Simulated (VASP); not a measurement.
## Ir12S: single point with PBE+D3(BJ)

Ir12S, a slab with vacuum:

```
Ir S
1.0
     5.43090    0.00000    0.00000
     0.00000    5.43090    0.00000
     0.00000    0.00000   21.00140
Ir S
12 1
Direct
  0.25000 0.25000 0.19046
  0.25000 0.75000 0.19046
  0.75000 0.25000 0.19046
  0.75000 0.75000 0.19046
  0.00000 0.00000 0.27858
  0.00000 0.50000 0.27858
  0.50000 0.00000 0.27858
  0.50000 0.50000 0.27858
  0.25000 0.25000 0.36671
  0.25000 0.75000 0.36671
  0.75000 0.25000 0.36671
  0.75000 0.75000 0.36671
  0.41667 0.41667 0.52384
```

```yaml
Program: VASP 6.6.1
Task: single point
Functional: PBE
Dispersion: D3(BJ)
Potentials_or_basis: VASP PAW PBE potentials, release 64 (Ir, S)
Cutoff: 520 eV
k_mesh: 5 × 5 × 1
Occupations: gaussian, width 0.1 eV
Spin: no spin polarisation
```

```yaml
Largest_force: 2.171 eV/Å
Band_gap_on_the_k_mesh: zero (bands 57 and 58 overlap by 1.04 eV)
Dispersion_energy_per_atom: -0.432 eV
```

Forces in eV/Å, atoms in the order of the input:
```
Ir  -0.020 -0.020  0.028
Ir  -0.005  0.012 -0.037
Ir   0.012 -0.005 -0.037
Ir  -0.013 -0.013 -0.098
Ir   0.046  0.046  0.304
Ir   0.039 -0.030  0.023
Ir  -0.030  0.039  0.023
Ir  -0.026 -0.026 -0.163
Ir   0.117  0.117  0.986
Ir   0.024 -0.082  0.457
Ir  -0.082  0.024  0.457
Ir  -0.008 -0.008  0.227
S   -0.055 -0.055 -2.170
```

Levels at points of the mesh, in eV from the Fermi level:
| k point | band 53 | band 54 | band 55 | band 56 | band 57 | band 58 | band 59 | band 60 | band 61 | band 62 |
| --- | --- | --- | --- | --- | --- | --- | --- | --- | --- | --- |
| (0.00, 0.00, 0.00) | 0.22 | 0.28 | 0.36 | 0.54 | 0.59 | 0.65 | 0.65 | 0.65 | 0.76 | 0.96 |

Run time: 14 min on 1 thread of Intel(R) Xeon(R) 6975P-C (Granite Rapids), with other jobs on the host, peak memory 0.7 GiB.

Caveat: spin-orbit coupling is left out, which moves the levels of the heavy elements.
